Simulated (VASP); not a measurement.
# K3Li5Cl8 in VASP: a series of runs, part 2 of 2

VASP 6.6.1.

## 4. Single point, PBE

INCAR

```
SYSTEM = K3Li5Cl8
PREC = Accurate
ENCUT = 520
EDIFF = 1E-7
ISMEAR = -1
SIGMA = 0.0552
LREAL = Auto
LASPH = .TRUE.
NELM = 100
ALGO = Normal
ISIF = 2
LWAVE = .FALSE.
LCHARG = .FALSE.
GGA = PE
ISYM = 0
NBANDS = 63
```

KPOINTS

```
regular mesh
0
G
  1 1 1
  0 0 0
```

POSCAR

```
K3Li5Cl8
1.0
    7.2786070000      0.1333350000      0.0943410000
    0.1333350000      7.6899040000     -0.1216970000
    0.0943410000     -0.1216970000      7.1404950000
Li Cl K
5 8 3
Direct
    0.2421044000      0.1455850456     -0.0802976695
    0.7866154275      0.5304728821      0.1486717479
    0.9980815765      0.2409634382      0.4939802512
    0.4619433323      0.3819865831      0.5241819265
    0.6977772378      0.1080327690      0.9654038357
    0.5230703206      0.3794317015      0.9128075466
    0.9981641293      0.3702719725     -0.0421198830
    0.7627026126      0.4551399939      0.4628775799
    0.3101272750      0.6436468208      0.5414273338
    0.2684960189      0.2189180858      0.3511999506
    0.3562602141      0.8898776495      0.9291408362
    0.8243446072      0.8176963073      0.1389113350
    0.8279221731      0.0586491285      0.6790567625
    0.2591001556      0.5966954898      0.1396678078
    0.5111098580      0.9247311581      0.3975173139
   -0.0058496001      0.7186998786      0.7590664900
```

Potentials or basis: VASP PAW PBE potentials, release 64 (Li_sv, Cl, K_sv).

Run with:

```sh
$ cat potpaw_PBE.64/Li_sv/POTCAR potpaw_PBE.64/Cl/POTCAR potpaw_PBE.64/K_sv/POTCAR > POTCAR
$ mpirun -np 1 vasp_gam > vasp.out
```

OUTCAR:

```text
SYSTEM = K3Li5Cl8
   PREC = Accurate
   ENCUT = 520
   EDIFF = 1E-7
   ISMEAR = -1
   LREAL = Auto
   LASPH = .TRUE.
   NELM = 100
   ISIF = 2
   GGA = PE
   ISYM = 0

 ion  position               nearest neighbor table
   1  0.242  0.146  0.920-  11 2.11   7 2.44
   2  0.787  0.530  0.149-  12 2.24   7 2.32   8 2.34
   3  0.998  0.241  0.494-  10 2.19  13 2.33   8 2.35
   4  0.462  0.382  0.524-   9 2.26  10 2.28   8 2.31
   5  0.698  0.108  0.965-  13 2.25   6 2.45
   6  0.523  0.379  0.913-   5 2.45  14 2.92
   7  0.998  0.370  0.958-   2 2.32   1 2.44  14 2.92  16 3.07
   8  0.763  0.455  0.463-   4 2.31   2 2.34   3 2.35
   9  0.310  0.644  0.541-   4 2.26  16 2.78  15 2.86  14 2.92
  10  0.268  0.219  0.351-   3 2.19   4 2.28  15 2.85
  11  0.356  0.890  0.929-   1 2.11  14 2.85  16 3.24
  12  0.824  0.818  0.139-   2 2.24  15 2.97  16 3.02
  13  0.828  0.059  0.679-   5 2.25   3 2.33  16 2.92
  14  0.259  0.597  0.140-  11 2.85   9 2.92   7 2.92   6 2.92  16 3.51  15 3.65
  15  0.511  0.925  0.398-  10 2.85   9 2.86  12 2.97  14 3.65
  16  0.994  0.719  0.759-   9 2.78  13 2.92  12 3.02   7 3.07  11 3.24  14 3.51

IMPORTANT INFORMATION: All symmetrisations will be switched off!
NOSYMM: (Re-)initialisation of all symmetry stuff for point group C_1.

----------------------------------------------------------------------------------------

                                     Primitive cell

  volume of cell :     399.3600

  direct lattice vectors                    reciprocal lattice vectors
     7.278607000  0.133335000  0.094341000     0.137457197 -0.002412758 -0.001857221
     0.133335000  7.689904000 -0.121697000    -0.002412758  0.130118070  0.002249508
     0.094341000 -0.121697000  7.140495000    -0.001857221  0.002249508  0.140109190

  length of vectors
     7.280439431  7.692022615  7.142155083     0.137490915  0.130159877  0.140139554

  position of ions in fractional coordinates (direct lattice)
     0.242104400  0.145585046  0.919702331
     0.786615428  0.530472882  0.148671748
     0.998081576  0.240963438  0.493980251
     0.461943332  0.381986583  0.524181926
     0.697777238  0.108032769  0.965403836
     0.523070321  0.379431702  0.912807547
[... 8 lines left out ...]
     0.511109858  0.924731158  0.397517314
     0.994150400  0.718699879  0.759066490

  ion indices of the primitive-cell ions
   primitive index   ion index
                 1           1
                 2           2
                 3           3
                 4           4
                 5           5
                 6           6
[... 8 lines left out ...]
                15          15
                16          16

----------------------------------------------------------------------------------------

 KPOINTS: regular mesh

Automatic generation of k-mesh.
 Grid dimensions read from file:
 generate k-points for:    1    1    1

 Generating k-lattice:

  Cartesian coordinates                     Fractional coordinates (reciprocal lattice)
     0.137457197 -0.002412758 -0.001857221     1.000000000 -0.000000000 -0.000000000
    -0.002412758  0.130118070  0.002249508     0.000000000  1.000000000  0.000000000
    -0.001857221  0.002249508  0.140109190     0.000000000  0.000000000  1.000000000

  Length of vectors
     0.137490915  0.130159877  0.140139554

  Shift w.r.t. Gamma in fractional coordinates (k-lattice)
     0.000000000  0.000000000  0.000000000

 Subroutine IBZKPT returns following result:
 ===========================================

 Found      1 irreducible k-points:

 Following reciprocal coordinates:
            Coordinates               Weight
  0.000000  0.000000  0.000000      1.000000
   k-points           NKPTS =      1   k-points in BZ     NKDIM =      1   number of bands    NBANDS=     63
   number of dos      NEDOS =    301   number of ions     NIONS =     16
   total plane-waves  NPLWV = 174960
   dimension x,y,z NGX =    54 NGY =   60 NGZ =   54
   dimension x,y,z NGXF=   108 NGYF=  120 NGZF=  108
   ions per type =               5   8   3
   NGX,Y,Z   is equivalent  to a cutoff of  12.33, 12.97, 12.57 a.u.
   NGXF,Y,Z  is equivalent  to a cutoff of  24.66, 25.94, 25.14 a.u.
 SYSTEM =  K3Li5Cl8
   PREC   = accura    normal or accurate (medium, high low for compatibility)
   ISTART =      0    job   : 0-new  1-cont  2-samecut
   ICHARG =      2    charge: 1-file 2-atom 10-const
   ISPIN  =      1    spin polarized calculation?
   LNONCOLLINEAR =      F non collinear calculations
   LSORBIT =      F    spin-orbit coupling
   LASPH  =      T    aspherical Exc in radial PAW
   ENCUT  =  520.0 eV  38.22 Ry    6.18 a.u.  13.54 14.30 13.28*2*pi/ulx,y,z
   NELM   =    100;   NELMIN=  2; NELMDL= -5     # of ELM steps
   EDIFF  = 0.1E-06   stopping-criterion for ELM
   LREAL  =      T    real-space projection
   EDIFFG = 0.1E-05   stopping-criterion for IOM
   NSW    =      0    number of steps for IOM
   IBRION =     -1    ionic relax: 0-MD 1-quasi-New 2-CG
   NFREE  =      0    steps in history (QN), initial steepest desc. (CG)
   ISIF   =      2    stress and relaxation
   ISYM   =      0    0-nonsym 1-usesym 2-fastsym
   POTIM  = 0.5000    time-step for ionic-motion
   TEBEG  =    0.0;   TEEND  =   0.0 temperature during run
   PSTRESS=    0.0 pullay stress
   NELECT =      98.0000    total number of electrons
   NUPDOWN=      -1.0000    fix difference up-down
   EMIN   =  10.00;   EMAX   =-10.00  energy-range for DOS
   EFERMI =   0.00;   METHOD = LEGACY
   ISMEAR =    -1;   SIGMA  =   0.06  broadening in eV -4-tet -1-fermi 0-gaus
   EFERMI_NEDOS =   21; number of points for ismear=-14 and -15
   IALGO  =     38    algorithm
   IMIX   =      4    mixing-type and parameters
     AMIX     =   0.40;   BMIX     =  1.00
     AMIX_MAG =   1.60;   BMIX_MAG =  1.00
  volume/ion in A,a.u.               =      24.96       168.44
  Fermi-wavevector in a.u.,A,eV,Ry     =   1.024933  1.936842 14.292742  1.050487
  Thomas-Fermi vector in A             =   2.158746
   LORBIT       =      0    0 simple, 1 ext, 2 COOP (PROOUT), +10 PAW based schemes
   GGA     = PE    functional components
   LHFCALC =     F    Hartree Fock is set to
   AEXX    =    0.0000 exact exchange contribution
   IVDW    =     0    specifies the selected vdW correction
   LEPSILON=     F    determine dielectric tensor
   LRPA    =     F    only Hartree local field effects (RPA)
 non-spin polarized calculation
  energy-cutoff  :      520.00
  volume of cell :      399.36
 maximum number of plane-waves:      5381
 NGX is ok and might be reduce to    54
   NGX = 27   NGY = 29   NGZ = 27

 number of electron      98.0000006 magnetization

 Free energy of the ion-electron system (eV)
  ---------------------------------------------------
  ext. energy  EPLUGINS =         0.00000000
  ---------------------------------------------------
  free energy    TOTEN  =       -54.44396400 eV

  energy without entropy =      -54.44396400  energy(sigma->0) =      -54.44396400

 E-fermi :   0.3696     XC(G=0):  -7.5000

 val. band max:       -0.9783146541   @ k =   0.0000   0.0000   0.0000
 cond. band min:       3.6635302514   @ k =   0.0000   0.0000   0.0000
 fundamental gap:      4.6418449055
 Fermi energy:         0.3695710942

 k-point     1 :       0.0000    0.0000    0.0000
  band No.  band energies     occupation
      1     -45.2110      2.00000
      2     -45.0512      2.00000
      3     -44.8075      2.00000
      4     -44.6987      2.00000
      5     -44.5731      2.00000
      6     -28.8633      2.00000
[... 53 lines left out ...]
     60       7.0148      0.00000
     61       7.1375      0.00000
 [bands above 61 left out]

------------------------ aborting loop because EDIFF is reached ----------------------------------------

  FORCE on cell =-STRESS in cart. coord.  units (eV):
  Direction    XX          YY          ZZ          XY          YZ          ZX
  --------------------------------------------------------------------------------------
  -------------------------------------------------------------------------------------
  Total        6.1848139      6.8258521      5.0294699     -1.2949069      0.3811349     -1.7192266
  in kB       24.8126197     27.3843766     20.1775391     -5.1949878      1.5290607     -6.8973000
  external PRESSURE =      24.1248451 kB  Pullay stress =       0.0000000 kB

 VOLUME and BASIS-vectors are now :
 -----------------------------------------------------------------------------
  energy-cutoff  :      520.00
  volume of cell :      399.36
      direct lattice vectors                 reciprocal lattice vectors
     7.278607000  0.133335000  0.094341000     0.137457197 -0.002412758 -0.001857221
     0.133335000  7.689904000 -0.121697000    -0.002412758  0.130118070  0.002249508
     0.094341000 -0.121697000  7.140495000    -0.001857221  0.002249508  0.140109190

 POSITION                                       TOTAL-FORCE (eV/Angst)
 -----------------------------------------------------------------------------------
      1.86836      1.03989      6.57225        -0.178280      0.934884      0.311097
      5.81022      4.16608      1.07124        -0.196652     -0.339806     -0.045299
      7.34338      1.92595      3.59210        -0.585397      0.094303      0.251521
      3.46269      2.93524      3.74001         0.227222      0.316827      0.467981
      5.18433      0.80631      6.94614        -0.041741      0.063466     -0.184007
      3.94393      2.87645      6.52107        -0.058854     -0.580406      0.021295
[... 8 lines left out ...]
      3.88097      7.13087      2.77415         0.452165     -0.104562      0.276999
      7.40347      5.56691      5.42644        -0.458822     -0.081353     -0.107505
 -----------------------------------------------------------------------------------
    total drift:                               -0.002814      0.007259      0.002366

  FREE ENERGIE OF THE ION-ELECTRON SYSTEM (eV)
  ---------------------------------------------------
  free  energy   TOTEN  =       -54.4439640006 eV

  energy  without entropy=      -54.4439640005  energy(sigma->0) =      -54.44396400
```

Wall time 48 s (1 thread of AMD EPYC 7R43 (Zen 3), shared host); peak memory 0.34 GiB.

Results:

```
Free energy            : -54.4440 eV
Largest force          : 1.001 eV/Å
Band gap on the k mesh : 4.64 eV
```

Forces on the atoms (eV/Å):
```
Li  -0.178  0.935  0.311
Li  -0.197 -0.340 -0.045
Li  -0.585  0.094  0.252
Li   0.227  0.317  0.468
Li  -0.042  0.063 -0.184
Cl  -0.059 -0.580  0.021
Cl   0.190 -0.338  0.099
Cl   0.192 -0.004 -0.443
Cl   0.152 -0.150 -0.304
Cl   0.049 -0.055 -0.083
Cl   0.324  0.253  0.027
Cl   0.039  0.410  0.018
Cl   0.048 -0.227 -0.512
K   -0.153 -0.193  0.207
K    0.452 -0.105  0.277
K   -0.459 -0.081 -0.108
```

Caveat: the k points lie up to 0.88 Å⁻¹ apart; the cutoff is under 1.25 times the usual one of these potentials, so pressure, stress and relaxed cells hold a basis-set (Pulay) error.

## 5. Single point, PBE

INCAR

```
SYSTEM = K3Li5Cl8
ALGO = Normal ; EDIFF = 1E-6
ENCUT = 520 ; GGA = PE
ISIF = 2 ; ISMEAR = -1
ISYM = 0 ; LASPH = .True.
LCHARG = .True. ; LELF = .True.
LREAL = Auto ; LVHAR = .True.
LWAVE = .False. ; NBANDS = 63
NELM = 60 ; PREC = Accurate
SIGMA = 0.0552
```

KPOINTS

```
k-points
0
Gamma
  1 1 1
  0 0 0
```

POSCAR

```
K3Li5Cl8
1.0
    7.2786070000      0.1333350000      0.0943410000
    0.1333350000      7.6899040000     -0.1216970000
    0.0943410000     -0.1216970000      7.1404950000
Li Cl K
5 8 3
Direct
    0.1669278973      0.1451786623      0.0436930021
    0.7684949888      0.5163682932      0.1295092128
    0.9949244667      0.3268514952      0.5756253141
    0.5630831957      0.3338202246      0.5993342322
    0.6382381568      0.0474036350      0.9006128923
    0.5313946029      0.3279183118      0.9356010160
    0.9891272818      0.3884328099     -0.0622258190
    0.7639295385      0.5183453209      0.4378111313
    0.2957885800      0.6010920336      0.5725778264
    0.3051998700      0.2106583928      0.3487238117
    0.3707548294      0.9393543464      0.9042568092
    0.8248415196      0.8350083505      0.1199150251
    0.8264898601      0.0768784893      0.6572489725
    0.2804937518      0.5564451579      0.1569264659
    0.5552462004      0.9286620174      0.4170399811
   -0.0219874132      0.7200058325      0.7243485031
```

Potentials or basis: VASP PAW PBE potentials, release 64 (Li_sv, Cl, K_sv).

Run with:

```sh
$ cat potpaw_PBE.64/Li_sv/POTCAR potpaw_PBE.64/Cl/POTCAR potpaw_PBE.64/K_sv/POTCAR > POTCAR
$ mpirun -np 1 vasp_gam > vasp.out
```

OUTCAR:

```text
SYSTEM = K3Li5Cl8
   EDIFF = 1E-6
   ENCUT = 520
   GGA = PE
   ISIF = 2
   ISMEAR = -1
   ISYM = 0
   LASPH = .True.
   LREAL = Auto
   NELM = 60
   PREC = Accurate

 ion  position               nearest neighbor table
   1  0.167  0.145  0.044-  11 2.31   7 2.39  10 2.47
   2  0.768  0.516  0.130-   8 2.20   7 2.26  12 2.50
   3  0.995  0.327  0.576-  13 2.40   8 2.44   7 2.61  16 3.17
   4  0.563  0.334  0.599-   8 2.38   6 2.41
   5  0.638  0.047  0.901-  11 2.14  13 2.21   6 2.27
   6  0.531  0.328  0.936-   5 2.27   4 2.41  14 2.89
   7  0.989  0.388  0.938-   2 2.26   1 2.39   3 2.61  14 2.98  16 3.01
   8  0.764  0.518  0.438-   2 2.20   4 2.38   3 2.44  16 3.03
   9  0.296  0.601  0.573-  16 2.65  14 2.98
  10  0.305  0.211  0.349-   1 2.47  15 2.84  14 3.03
  11  0.371  0.939  0.904-   5 2.14   1 2.31
  12  0.825  0.835  0.120-   2 2.50  15 2.91  16 3.10
  13  0.826  0.077  0.657-   5 2.21   3 2.40  15 2.89  16 2.98
  14  0.280  0.556  0.157-   6 2.89   7 2.98   9 2.98  10 3.03
  15  0.555  0.929  0.417-  10 2.84  13 2.89  12 2.91
[... 156 lines left out ...]
 Fermi energy:         0.8975347774

 k-point     1 :       0.0000    0.0000    0.0000
  band No.  band energies     occupation
      1     -45.5012      2.00000
      2     -45.1429      2.00000
      3     -45.0171      2.00000
      4     -44.8569      2.00000
      5     -44.1172      2.00000
      6     -28.7751      2.00000
[... 53 lines left out ...]
     60       6.8810      0.00000
     61       7.1626      0.00000
 [bands above 61 left out]

------------------------ aborting loop because EDIFF is reached ----------------------------------------

  FORCE on cell =-STRESS in cart. coord.  units (eV):
  Direction    XX          YY          ZZ          XY          YZ          ZX
  --------------------------------------------------------------------------------------
  -------------------------------------------------------------------------------------
  Total        6.5603417      6.6351796      4.5218512     -0.3818692      3.4212530     -1.9988020
  in kB       26.3191854     26.6194248     18.1410427     -1.5320067     13.7255948     -8.0189177
  external PRESSURE =      23.6932176 kB  Pullay stress =       0.0000000 kB

 VOLUME and BASIS-vectors are now :
 -----------------------------------------------------------------------------
  energy-cutoff  :      520.00
  volume of cell :      399.36
      direct lattice vectors                 reciprocal lattice vectors
     7.278607000  0.133335000  0.094341000     0.137457197 -0.002412758 -0.001857221
     0.133335000  7.689904000 -0.121697000    -0.002412758  0.130118070  0.002249508
     0.094341000 -0.121697000  7.140495000    -0.001857221  0.002249508  0.140109190

 POSITION                                       TOTAL-FORCE (eV/Angst)
 -----------------------------------------------------------------------------------
      1.23848      1.13335      0.31007         0.310230     -0.064037      0.077674
      5.67464      4.05753      0.93442        -0.131208      0.065575     -0.492662
      7.33955      2.57606      4.16433         0.380886     -0.175528     -0.018507
      4.19951      2.56919      4.29204        -0.441753      0.407898      0.150801
      4.73677      0.34003      6.48527         0.304229      0.041298      0.615858
      3.99980      2.47865      6.69088         0.292497      0.583053     -0.039060
[... 8 lines left out ...]
      4.20459      7.16460      2.91724        -0.330209     -0.688817      0.062233
      7.28291      5.57903      5.17685        -0.504059      0.666909      0.431616
 -----------------------------------------------------------------------------------
    total drift:                               -0.001043     -0.007494      0.003334

  FREE ENERGIE OF THE ION-ELECTRON SYSTEM (eV)
  ---------------------------------------------------
  free  energy   TOTEN  =       -54.2913218915 eV

  energy  without entropy=      -54.2913218915  energy(sigma->0) =      -54.29132189
```

OSZICAR:

```text
N       E                     dE             d eps       ncg     rms          rms(c)
DAV:   1     0.107645965023E+04    0.10765E+04   -0.48330E+04   126   0.153E+03
DAV:   2     0.663487884556E+02   -0.10101E+04   -0.97051E+03   174   0.394E+02
DAV:   3    -0.468134285427E+02   -0.11316E+03   -0.11255E+03   156   0.121E+02
DAV:   4    -0.549322978745E+02   -0.81189E+01   -0.80720E+01   204   0.338E+01
DAV:   5    -0.565217483999E+02   -0.15895E+01   -0.15883E+01   212   0.883E+00    0.946E+00
DAV:   6    -0.544024807472E+02    0.21193E+01   -0.42702E+00   148   0.638E+00    0.712E+00
DAV:   7    -0.541903770067E+02    0.21210E+00   -0.18106E+00   180   0.392E+00    0.419E+00
DAV:   8    -0.542764409718E+02   -0.86064E-01   -0.32670E-01   164   0.213E+00    0.784E-01
DAV:   9    -0.542816225901E+02   -0.51816E-02   -0.61049E-02   180   0.759E-01    0.370E-01
DAV:  10    -0.542886939053E+02   -0.70713E-02   -0.11906E-02   156   0.369E-01    0.183E-01
DAV:  11    -0.542910843969E+02   -0.23905E-02   -0.28854E-03   156   0.221E-01    0.102E-01
DAV:  12    -0.542911975841E+02   -0.11319E-03   -0.46705E-04   196   0.790E-02    0.502E-02
DAV:  13    -0.542912983347E+02   -0.10075E-03   -0.12319E-04   148   0.459E-02    0.156E-02
DAV:  14    -0.542913171246E+02   -0.18790E-04   -0.23377E-05   164   0.193E-02    0.771E-03
DAV:  15    -0.542913212768E+02   -0.41523E-05   -0.50936E-06   116   0.970E-03    0.240E-03
DAV:  16    -0.542913218915E+02   -0.61470E-06   -0.95848E-07   108   0.485E-03
   1 F= -.54291322E+02 E0= -.54291322E+02  d E =-.315669E-10
```

stdout:

```text
POSCAR found type information on POSCAR LiClK
 POSCAR found :  3 types and      16 ions
 scaLAPACK will be used
 LDA part: xc-table for (Slater+PW92), standard interpolation
 POSCAR, INCAR and KPOINTS ok, starting setup
 FFT: planning ... GRIDC
 FFT: planning ... GRID_SOFT
 FFT: planning ... GRID
 WAVECAR not read
 entering main loop
```

Wall time 51 s (1 thread of AMD EPYC 7R43 (Zen 3), shared host); peak memory 0.35 GiB.

What came out:

```yaml
Free_energy: -54.2913 eV
Largest_force: 1.105 eV/Å
Band_gap_on_the_k_mesh: 4.24 eV
```

Forces on the atoms (eV/Å):
```
Li   0.310 -0.064  0.078
Li  -0.131  0.066 -0.493
Li   0.381 -0.176 -0.019
Li  -0.442  0.408  0.151
Li   0.304  0.041  0.616
Cl   0.292  0.583 -0.039
Cl   0.491 -0.163 -0.059
Cl   0.118 -0.536  0.402
Cl   0.779 -0.229 -0.321
Cl  -0.625 -0.016  0.178
Cl  -0.913 -0.622  0.033
Cl   0.100 -0.007 -0.374
Cl   0.251  0.284 -0.625
K   -0.081  0.452 -0.022
K   -0.330 -0.689  0.062
K   -0.504  0.667  0.432
```

Caveat: the k points lie up to 0.88 Å⁻¹ apart; the cutoff is under 1.25 times the usual one of these potentials, so pressure, stress and relaxed cells hold a basis-set (Pulay) error.
